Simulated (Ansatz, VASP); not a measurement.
## One calculation of WSe, two programs

POSCAR

```
WSe
1.0
    0.0000000000      3.1021847864      3.1021847864
    3.1021847864      0.0000000000      3.1021847864
    3.1021847864      3.1021847864      0.0000000000
W Se
1 1
Direct
    0.0000000000      0.0000000000      0.0000000000
    0.2500000000      0.2500000000      0.2500000000
```

Contents of INCAR.step1:

```
ALGO = Normal ; EDIFF = 1E-4
ENCUT = 520 ; GGA = PE
ISMEAR = 0 ; ISPIN = 2
LASPH = True ; LCHARG = False
LDAU = True ; LDAUJ = 0 0
LDAUL = 2 -1 ; LDAUTYPE = 2
LDAUU = 6.2 0 ; LMAXMIX = 4
LREAL = False ; LWAVE = True
MAGMOM = 2.5 0 ; NBANDS = 21
NELM = 150 ; PREC = Accurate
SIGMA = 0.1
```

The input INCAR.step2:

```
ALGO = Normal ; EDIFF = 1E-6
ENCUT = 520 ; ISIF = 2
ISMEAR = 0 ; ISPIN = 2
ISTART = 1 ; LASPH = True
LCHARG = False ; LDAU = True
LDAUJ = 0 0 ; LDAUL = 2 -1
LDAUPRINT = 1 ; LDAUTYPE = 2
LDAUU = 6.2 0 ; LMAXMIX = 4
LMIXTAU = True ; LORBIT = 11
LREAL = False ; LWAVE = False
MAGMOM = 2.5 0 ; METAGGA = R2SCAN
NBANDS = 21 ; NELM = 150
PREC = Accurate ; SIGMA = 0.1
```

Contents of KPOINTS:

```
k-points
0
Gamma
  12 12 12
```

Input for Ansatz:

```yaml
crystal:
  lattice:
    - [0.0, 3.1021847864, 3.1021847864]
    - [3.1021847864, 0.0, 3.1021847864]
    - [3.1021847864, 3.1021847864, 0.0]
  atoms:
    - { symbol: W, position: [0.0, 0.0, 0.0], spin: 2.5 }
    - { symbol: Se, position: [0.25, 0.25, 0.25] }
basis:
  ecutwfc: 500
kpoints:
  mp_grid: { grid: [12, 12, 12] }
hamiltonian:
  xc: r2scan
  hubbard: { sites: [{ species: W, l: d, u_eff: 6.2 }] }
scf:
  occupations: { method: gaussian, width: 0.1 }
output:
  forces: true
  stress: true
  eigenvalues: true
  populations: true
magnetization:
  spin_polarized: true
```

Alike in both runs: task single point; functional r2SCAN; k mesh 12 × 12 × 12; occupations gaussian, width 0.1 eV; collinear spin; Hubbard terms W d U = 6.2 eV.

```csv
,VASP,Ansatz
version,VASP 6.6.1,Ansatz 0.2.0
potentials or method,"VASP PAW PBE potentials, release 64 (W_sv, Se), cutoff 520 eV","scalar-relativistic, plane waves, PAW"
valence electrons in the cell,20,30
```

Ansatz gave:

```
gap on the k mesh at the Fermi level (eV)                     : none
pressure (GPa)                                                : 0.0
net moment per atom (μB)                                      : 2.00
size of the moment on the site where the two differ most (μB) : 2.99
```

Problem. What did VASP give for the same quantities?

Solution. gap on the k mesh at the Fermi level (eV): none; pressure (GPa): -1.7; net moment per atom (μB): 2.00; size of the moment on the site where the two differ most (μB): 3.31.

VASP's potentials were made for PBE, not for r2SCAN. Site moments also hang on the region over which each program counts them. The programs project onto different local orbitals, so the same U acts differently, and such runs can settle in different states. A gap of «none» marks a metal or a gap that the smearing closes. VASP's potentials hold 20 valence electrons a cell and Ansatz's 30, so a difference there can come from the potentials and not from the codes. Ansatz's warnings: filled band counts differ across k points, stability check not made.

Neither program's run includes spin-orbit coupling.
